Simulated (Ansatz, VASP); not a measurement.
As in VASP and in Ansatz

```
As
1.0
     4.56640    0.00000    0.00000
    -2.28320    3.95462    0.00000
     0.00000    0.00000    2.83374
As
2
Direct
  0.33333 0.66667 0.00000
  0.66667 0.33333 0.00000
```

Alike in both runs: task single point; functional PBE-based screened hybrid; k mesh 4 × 4 × 5; occupations fermi-dirac, width 0.05 eV; no spin polarisation.

|  | VASP | Ansatz |
| --- | --- | --- |
| version | VASP 6.6.1 | Ansatz 0.2.0 |
| potentials or method | VASP PAW PBE potentials, release 64 (As) | Ansatz PAW |
| plane-wave cutoff (eV) | 520 | 420 |
| valence electrons in the cell | 10 | 30 |

|  | VASP | Ansatz | Ansatz less VASP |
| --- | --- | --- | --- |
| gap on the k mesh at the Fermi level (eV) | none | none | - |
| pressure (GPa) | -1.5 | -1.5 | +0.06 |
| traceless stress, the component that is largest in VASP (GPa) | 5.62 | 5.67 | +0.047 |

VASP's potentials were made for PBE, not for PBE-based screened hybrid. A gap of «none» marks a metal or a gap that the smearing closes. VASP's potentials hold 10 valence electrons a cell and Ansatz's 30, so a difference there can come from the potentials and not from the codes.

The k mesh is coarse, so the values compare programs but aren't converged.
